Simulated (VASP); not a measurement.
# ScBiTe3S (P4/mmm) in VASP: notebook

The runs below take ScBiTe3S through single point, relaxation of cell and atoms, with PBE.

Everything below comes from runs of VASP 6.6.1. Logs are shortened: lines on timing, memory, paths and dates and some standing lists are left out, and cuts for length are marked.

### 1 The cell of the first run

The structure is tetragonal, space group P4/mmm (No. 123). The conventional cell has a = 5.901 Å, b = 5.901 Å, c = 5.648 Å, α = 90.00°, β = 90.00°, γ = 90.00°. Sc (site symmetry 4/mmm) has 2 Bi at 2.82 Å and 4 Te at 2.95 Å within 3.7 Å. Within 3.7 Å of Bi (site symmetry 4/mmm) lie 2 Sc at 2.82 Å. Within 3.9 Å of Te (site symmetry mmm) lie 2 Sc at 2.95 Å and 2 Te at 2.95 Å. Within 3.7 Å of Te (site symmetry 4/mmm) lie 2 S at 2.82 Å and 4 Te at 2.95 Å. Within 3.7 Å of S (site symmetry 4/mmm) lie 2 Te at 2.82 Å.

The cell was built from a structure type or drawn by symmetry, and may not be a known phase.

### 2 Single point, PBE

File INCAR:

```
PREC = Accurate
ENCUT = 520
EDIFF = 1E-7
ISMEAR = 0
SIGMA = 0.1
LREAL = False
LASPH = True
NELM = 100
ALGO = Normal
ISIF = 2
LWAVE = False
LCHARG = False
GGA = PE
NBANDS = 34
```

File KPOINTS:

```
Automatic mesh
0
Gamma
  4 4 4
```

File POSCAR:

```
ScBiTe3S
1.0
    5.9007418675      0.0000000000      0.0000000000
    0.0000000000      5.9007418675      0.0000000000
    0.0000000000      0.0000000000      5.6477413779
Sc Bi Te S
1 1 3 1
Direct
    0.0000000000      0.0000000000      0.0000000000
    0.0000000000      0.0000000000      0.5000000000
    0.0000000000      0.5000000000      0.0000000000
    0.5000000000      0.0000000000      0.0000000000
    0.5000000000      0.5000000000      0.0000000000
    0.5000000000      0.5000000000      0.5000000000
```

Potentials or basis: VASP PAW PBE potentials, release 64 (Sc_sv, Bi_d, Te, S).

Launch:

```sh
$ cat potpaw_PBE.64/Sc_sv/POTCAR potpaw_PBE.64/Bi_d/POTCAR potpaw_PBE.64/Te/POTCAR potpaw_PBE.64/S/POTCAR > POTCAR
$ mpirun -np 1 vasp_std > vasp.out
```

OUTCAR:

```text
PREC = Accurate
   ENCUT = 520
   EDIFF = 1E-7
   ISMEAR = 0
   LREAL = False
   LASPH = True
   NELM = 100
   ISIF = 2
   GGA = PE

 ion  position               nearest neighbor table
   1  0.000  0.000  0.000-   2 2.82   2 2.82   4 2.95   3 2.95   3 2.95   4 2.95
   2  0.000  0.000  0.500-   1 2.82   1 2.82
   3  0.000  0.500  0.000-   1 2.95   5 2.95   1 2.95   5 2.95
   4  0.500  0.000  0.000-   1 2.95   5 2.95   5 2.95   1 2.95
   5  0.500  0.500  0.000-   6 2.82   6 2.82   3 2.95   4 2.95   4 2.95   3 2.95
   6  0.500  0.500  0.500-   5 2.82   5 2.82

  LATTYP: Found a simple tetragonal cell.
 ALAT       =     5.9007418675
 C/A-ratio  =     0.9571239523

  Lattice vectors:

 A1 = (   5.9007418675,   0.0000000000,   0.0000000000)
 A2 = (   0.0000000000,   5.9007418675,   0.0000000000)
 A3 = (   0.0000000000,   0.0000000000,   5.6477413779)

Analysis of symmetry for initial positions (statically):
=====================================================================
 Subroutine PRICEL returns:
 Original cell was already a primitive cell.

 Routine SETGRP: Setting up the symmetry group for a
 simple tetragonal supercell.

 Subroutine GETGRP returns: Found 16 space group operations
 (whereof 16 operations were pure point group operations)
 out of a pool of 16 trial point group operations.

The static configuration has the point symmetry D_4h.

Analysis of symmetry for dynamics (positions and initial velocities):
=====================================================================
 Subroutine PRICEL returns:
 Original cell was already a primitive cell.

 Routine SETGRP: Setting up the symmetry group for a
 simple tetragonal supercell.

 Subroutine GETGRP returns: Found 16 space group operations
 (whereof 16 operations were pure point group operations)
 out of a pool of 16 trial point group operations.

The dynamic configuration has the point symmetry D_4h.

 Subroutine INISYM returns: Found 16 space group operations
 (whereof 16 operations are pure point group operations),
 and found     1 'primitive' translations

----------------------------------------------------------------------------------------

                                     Primitive cell

  volume of cell :     196.6473

  direct lattice vectors                    reciprocal lattice vectors
     5.900741867  0.000000000  0.000000000     0.169470216  0.000000000  0.000000000
     0.000000000  5.900741867  0.000000000     0.000000000  0.169470216  0.000000000
     0.000000000  0.000000000  5.647741378     0.000000000  0.000000000  0.177061932

  length of vectors
     5.900741867  5.900741867  5.647741378     0.169470216  0.169470216  0.177061932

  position of ions in fractional coordinates (direct lattice)
     0.000000000  0.000000000  0.000000000
     0.000000000  0.000000000  0.500000000
     0.000000000  0.500000000  0.000000000
     0.500000000  0.000000000  0.000000000
     0.500000000  0.500000000  0.000000000
     0.500000000  0.500000000  0.500000000

  ion indices of the primitive-cell ions
   primitive index   ion index
                 1           1
                 2           2
                 3           3
                 4           4
                 5           5
                 6           6

----------------------------------------------------------------------------------------

 KPOINTS: Automatic mesh

Automatic generation of k-mesh.
 Grid dimensions read from file:
 generate k-points for:    4    4    4

 Generating k-lattice:

  Cartesian coordinates                     Fractional coordinates (reciprocal lattice)
     0.042367554  0.000000000  0.000000000     0.250000000  0.000000000  0.000000000
     0.000000000  0.042367554  0.000000000     0.000000000  0.250000000  0.000000000
     0.000000000  0.000000000  0.044265483     0.000000000  0.000000000  0.250000000

  Length of vectors
     0.042367554  0.042367554  0.044265483

  Shift w.r.t. Gamma in fractional coordinates (k-lattice)
     0.000000000  0.000000000  0.000000000

 Subroutine IBZKPT returns following result:
 ===========================================

 Found     18 irreducible k-points:

 Following reciprocal coordinates:
            Coordinates               Weight
  0.000000  0.000000  0.000000      1.000000
  0.250000  0.000000  0.000000      4.000000
  0.500000  0.000000  0.000000      2.000000
  0.250000  0.250000  0.000000      4.000000
  0.500000  0.250000  0.000000      4.000000
  0.500000  0.500000  0.000000      1.000000
[... 10 lines left out ...]
  0.500000  0.250000  0.500000      4.000000
  0.500000  0.500000  0.500000      1.000000
   k-points           NKPTS =     18   k-points in BZ     NKDIM =     18   number of bands    NBANDS=     34
   number of dos      NEDOS =    301   number of ions     NIONS =      6
   total plane-waves  NPLWV =  96768
   dimension x,y,z NGX =    48 NGY =   48 NGZ =   42
   dimension x,y,z NGXF=    96 NGYF=   96 NGZF=   84
   ions per type =               1   1   3   1
   NGX,Y,Z   is equivalent  to a cutoff of  13.52, 13.52, 12.36 a.u.
   NGXF,Y,Z  is equivalent  to a cutoff of  27.05, 27.05, 24.73 a.u.
 SYSTEM =  unknown system
   PREC   = accura    normal or accurate (medium, high low for compatibility)
   ISTART =      0    job   : 0-new  1-cont  2-samecut
   ICHARG =      2    charge: 1-file 2-atom 10-const
   ISPIN  =      1    spin polarized calculation?
   LNONCOLLINEAR =      F non collinear calculations
   LSORBIT =      F    spin-orbit coupling
   LASPH  =      T    aspherical Exc in radial PAW
   ENCUT  =  520.0 eV  38.22 Ry    6.18 a.u.  10.97 10.97 10.50*2*pi/ulx,y,z
   NELM   =    100;   NELMIN=  2; NELMDL= -5     # of ELM steps
   EDIFF  = 0.1E-06   stopping-criterion for ELM
   LREAL  =      F    real-space projection
   EDIFFG = 0.1E-05   stopping-criterion for IOM
   NSW    =      0    number of steps for IOM
   IBRION =     -1    ionic relax: 0-MD 1-quasi-New 2-CG
   NFREE  =      0    steps in history (QN), initial steepest desc. (CG)
   ISIF   =      2    stress and relaxation
   ISYM   =      2    0-nonsym 1-usesym 2-fastsym
   POTIM  = 0.5000    time-step for ionic-motion
   TEBEG  =    0.0;   TEEND  =   0.0 temperature during run
   PSTRESS=    0.0 pullay stress
   NELECT =      50.0000    total number of electrons
   NUPDOWN=      -1.0000    fix difference up-down
   EMIN   =  10.00;   EMAX   =-10.00  energy-range for DOS
   EFERMI =   0.00;   METHOD = LEGACY
   ISMEAR =     0;   SIGMA  =   0.10  broadening in eV -4-tet -1-fermi 0-gaus
   EFERMI_NEDOS =   21; number of points for ismear=-14 and -15
   IALGO  =     38    algorithm
   IMIX   =      4    mixing-type and parameters
     AMIX     =   0.40;   BMIX     =  1.00
     AMIX_MAG =   1.60;   BMIX_MAG =  1.00
  volume/ion in A,a.u.               =      32.77       221.17
  Fermi-wavevector in a.u.,A,eV,Ry     =   1.037135  1.959902 14.635107  1.075650
  Thomas-Fermi vector in A             =   2.171559
   LORBIT       =      0    0 simple, 1 ext, 2 COOP (PROOUT), +10 PAW based schemes
   GGA     = PE    functional components
   LHFCALC =     F    Hartree Fock is set to
   AEXX    =    0.0000 exact exchange contribution
   IVDW    =     0    specifies the selected vdW correction
   LEPSILON=     F    determine dielectric tensor
   LRPA    =     F    only Hartree local field effects (RPA)
 non-spin polarized calculation
 Gauss-broadening in eV      SIGMA  =   0.10
  energy-cutoff  :      520.00
  volume of cell :      196.65
 maximum number of plane-waves:      5336
 NGX is ok and might be reduce to    48
   NGX = 21   NGY = 21   NGZ = 21

 number of electron      49.9999993 magnetization

 Free energy of the ion-electron system (eV)
  ---------------------------------------------------
  ext. energy  EPLUGINS =         0.00000000
  ---------------------------------------------------
  free energy    TOTEN  =       -23.73396159 eV

  energy without entropy =      -23.71616762  energy(sigma->0) =      -23.72506461

 E-fermi :   4.4170     XC(G=0):  -8.8924

 val. band max:        4.4058656988   @ k =   0.2500   0.2500   0.0000
 cond. band min:       4.4474701549   @ k =   0.5000   0.0000   0.2500
 fundamental gap:      0.0416044562
 Fermi energy:         4.4170217502

 k-point     1 :       0.0000    0.0000    0.0000
  band No.  band energies     occupation
      1     -45.5115      2.00000
      2     -24.2158      2.00000
      3     -24.2158      2.00000
      4     -24.0547      2.00000
      5     -18.4787      2.00000
      6     -18.4763      2.00000
[... 26 lines left out ...]
     33       8.6057      0.00000
     34       8.8431      0.00000

 k-point     2 :       0.2500    0.0000    0.0000
  band No.  band energies     occupation
      1     -45.5115      2.00000
      2     -24.2158      2.00000
      3     -24.2157      2.00000
      4     -24.0547      2.00000
      5     -18.4787      2.00000
      6     -18.4763      2.00000
[... 26 lines left out ...]
     33       8.4434      0.00000
     34       8.5279      0.00000

 k-point     3 :       0.5000    0.0000    0.0000
  band No.  band energies     occupation
      1     -45.5115      2.00000
      2     -24.2158      2.00000
      3     -24.2157      2.00000
      4     -24.0546      2.00000
      5     -18.4786      2.00000
      6     -18.4763      2.00000
[... 26 lines left out ...]
     33       8.3719      0.00000
     34       8.8702      0.00000

 k-point     4 :       0.2500    0.2500    0.0000
  band No.  band energies     occupation
      1     -45.5115      2.00000
      2     -24.2157      2.00000
      3     -24.2157      2.00000
      4     -24.0546      2.00000
      5     -18.4786      2.00000
      6     -18.4763      2.00000
[... 26 lines left out ...]
     33       7.2112      0.00000
     34       8.2739      0.00000

 k-point     5 :       0.5000    0.2500    0.0000
  band No.  band energies     occupation
      1     -45.5115      2.00000
      2     -24.2157      2.00000
      3     -24.2157      2.00000
      4     -24.0546      2.00000
      5     -18.4785      2.00000
      6     -18.4764      2.00000
[... 399 lines left out ...]
 k-point    16 :       0.2500    0.2500    0.5000
  band No.  band energies     occupation
      1     -45.5112      2.00000
      2     -24.2165      2.00000
      3     -24.2165      2.00000
      4     -24.0788      2.00000
      5     -18.4786      2.00000
      6     -18.4763      2.00000
[... 26 lines left out ...]
     33       7.1160      0.00000
     34       7.8240      0.00000

 k-point    17 :       0.5000    0.2500    0.5000
  band No.  band energies     occupation
      1     -45.5113      2.00000
      2     -24.2164      2.00000
      3     -24.2164      2.00000
      4     -24.0788      2.00000
      5     -18.4785      2.00000
      6     -18.4763      2.00000
[... 26 lines left out ...]
     33       7.0749      0.00000
     34       9.2810      0.00000

 k-point    18 :       0.5000    0.5000    0.5000
  band No.  band energies     occupation
      1     -45.5113      2.00000
      2     -24.2164      2.00000
      3     -24.2164      2.00000
      4     -24.0787      2.00000
      5     -18.4784      2.00000
      6     -18.4764      2.00000
[... 26 lines left out ...]
     33       8.7781      0.00000
     34       8.9942      0.00000

------------------------ aborting loop because EDIFF is reached ----------------------------------------

  FORCE on cell =-STRESS in cart. coord.  units (eV):
  Direction    XX          YY          ZZ          XY          YZ          ZX
  --------------------------------------------------------------------------------------
  -------------------------------------------------------------------------------------
  Total        0.0192642      0.0192642      0.0691377      0.0000000      0.0000000      0.0000000
  in kB        0.1569543      0.1569543      0.5632970      0.0000000      0.0000000      0.0000000
  external PRESSURE =       0.2924019 kB  Pullay stress =       0.0000000 kB

 VOLUME and BASIS-vectors are now :
 -----------------------------------------------------------------------------
  energy-cutoff  :      520.00
  volume of cell :      196.65
      direct lattice vectors                 reciprocal lattice vectors
     5.900741867  0.000000000  0.000000000     0.169470216  0.000000000  0.000000000
     0.000000000  5.900741867  0.000000000     0.000000000  0.169470216  0.000000000
     0.000000000  0.000000000  5.647741378     0.000000000  0.000000000  0.177061932

 POSITION                                       TOTAL-FORCE (eV/Angst)
 -----------------------------------------------------------------------------------
      0.00000      0.00000      0.00000         0.000000      0.000000      0.000000
      0.00000      0.00000      2.82387         0.000000      0.000000      0.000000
      0.00000      2.95037      0.00000         0.000000      0.000000      0.000000
      2.95037      0.00000      0.00000         0.000000      0.000000      0.000000
      2.95037      2.95037      0.00000         0.000000      0.000000      0.000000
      2.95037      2.95037      2.82387         0.000000      0.000000      0.000000
 -----------------------------------------------------------------------------------
    total drift:                                0.000000      0.000000      0.000000

  FREE ENERGIE OF THE ION-ELECTRON SYSTEM (eV)
  ---------------------------------------------------
  free  energy   TOTEN  =       -23.7339615873 eV

  energy  without entropy=      -23.7161676238  energy(sigma->0) =      -23.72506461
```

Wall time 99 s (1 thread of Intel Xeon 6975P-C (Granite Rapids), shared host); peak memory 0.37 GiB.

What came out:

| Property | Result |
| --- | --- |
| Free energy | -23.7340 eV |
| Pressure | 0.0 GPa |
| Band gap on the k mesh | zero (bands 25 and 26 overlap by 1.58 eV) |

Caveat: spin-orbit coupling is left out, which moves the levels of the heavy elements.

[end of part 1 of 2]
